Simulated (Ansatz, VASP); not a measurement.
# One calculation of Au, two programs

Contents of INCAR:

```
SYSTEM = Au
PREC     = Accurate       ! precision mode
ENCUT    = 500            ! plane-wave cutoff, eV
EDIFF    = 1E-6           ! SCF threshold, eV
ISMEAR   = -1             ! smearing method
SIGMA    = 0.1            ! smearing width, eV
LREAL    = .False.        ! projectors in reciprocal space
LASPH    = .True.         ! aspherical terms in the spheres
NELM     = 120            ! most SCF steps
ALGO     = Normal         ! electronic algorithm
ISIF     = 2              ! what is computed and relaxed
LWAVE    = .False.        ! write WAVECAR
LCHARG   = .False.        ! write CHGCAR
GGA      = PE             ! functional
NBANDS   = 12             ! bands
GGA_COMPAT= .False.
```

File KPOINTS:

```
regular mesh
0
Gamma
  8 8 8
  0 0 0
```

File POSCAR:

```
Au
1.0
    0.0000000000      2.0750000000      2.0750000000
    2.0750000000      0.0000000000      2.0750000000
    2.0750000000      2.0750000000      0.0000000000
Au
1
Direct
    0.0000000000      0.0000000000      0.0000000000
```

Input for Ansatz:

```yaml
crystal:
  atoms:
  - position: [0.0, 0.0, 0.0]
    symbol: Au
  lattice:
  - [0.0, 2.075, 2.075]
  - [2.075, 0.0, 2.075]
  - [2.075, 2.075, 0.0]
hamiltonian:
  dispersion: none
  pseudopotentials:
    dirac_shells:
      Au: [2p, 3p, 3d, 4p, 4d]
    kind: all_electron
    lapw: {basis_error: 0.025 meV}
    relativity: scalar
  xc: pbe
kpoints:
  mp_grid:
    grid: [8, 8, 8]
    shift: [0, 0, 0]
magnetization: {spin_polarized: false}
output: {forces: true, stress: true}
scf:
  convergence: {dr2_threshold: 1e-10 eV}
  lower_state_search: 'off'
  max_iter: 200
  occupations: {method: fermi_dirac, width: 0.1}
```

Alike in both runs: task single point; functional PBE; k mesh 8 × 8 × 8; occupations fermi-dirac, width 0.1 eV; no spin polarisation.

|  | VASP | Ansatz |
| --- | --- | --- |
| version | VASP 6.6.1 | Ansatz 0.2 development build |
| potentials or method | VASP PAW PBE potentials, release 64 (Au), cutoff 500 eV | all-electron full-potential LAPW, scalar-relativistic |

VASP gave:

* pressure (GPa): 1.3

Q: Which values does Ansatz return?

A: Pressure (GPa): 1.6.

Ansatz ran all-electron here, and VASP with PAW potentials.

Neither program's run includes spin-orbit coupling.
